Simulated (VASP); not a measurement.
TaS2: electric field gradients with PBE

The system is TaS2.

```
Ta S
1.0
     3.35000    0.00000    0.00000
    -1.67500    2.90119    0.00000
     0.00000    0.00000    5.68420
Ta S
1 2
Direct
  0.00000 0.00000 0.00000
  0.33333 0.66667 0.25000
  0.66667 0.33333 0.75000
```

This cell differs from its parent crystal: zz strain of -3 %.

```yaml
Program: VASP 6.6.1
Task: electric field gradients
Functional: PBE
Potentials_or_basis: VASP PAW PBE potentials, release 64 (Ta_pv, S)
Cutoff: 400 eV
k_mesh: 9 × 9 × 5
Occupations: fermi-dirac, width 0.03 eV
Spin: no spin polarisation
Dipole_correction: no
Further_INCAR_settings: ALGO = Normal; EDIFF = 1e-08; NBANDS = 18
```

* Pressure: 14.2 GPa
* Largest force: 1.982 eV/Å

Forces in eV/Å, atoms in the order of the input:
```
Ta   0.000  0.000  0.000
S    0.000  0.000  1.982
S    0.000  0.000 -1.982
```

Stress tensor (GPa, compression positive):
```
11.69  0.00  0.00
 0.00 11.69  0.00
 0.00  0.00 19.35
```

Levels at points of the mesh, in eV from the Fermi level:
| k point | band 10 | band 11 | band 12 | band 13 | band 14 | band 15 |
| --- | --- | --- | --- | --- | --- | --- |
| (0.00, 0.00, 0.00) | -0.89 | -0.89 | -0.07 | -0.07 | 0.43 | 4.21 |

Electric field gradients, principal values (V/Å²):
```tsv
atom	least	middle	greatest (by size)
1 Ta	68.037	68.038	-136.075
2 S	9.833	9.834	-19.667
3 S	9.833	9.834	-19.667
```

Wall time 60 s on 1 thread of Intel Xeon 8259CL, on a shared host, peak memory 0.18 GiB.

Caveat: the cell differs from its parent crystal (zz strain of -3 %); without QUAD_EFG the Cq values of the log hold for a quadrupole moment of 1 mb, not for the nuclei; spin-orbit coupling is left out, which moves the levels of the heavy elements; forces of over 1 eV/Å act on the atoms, so gaps and moduli don't describe the material at rest.
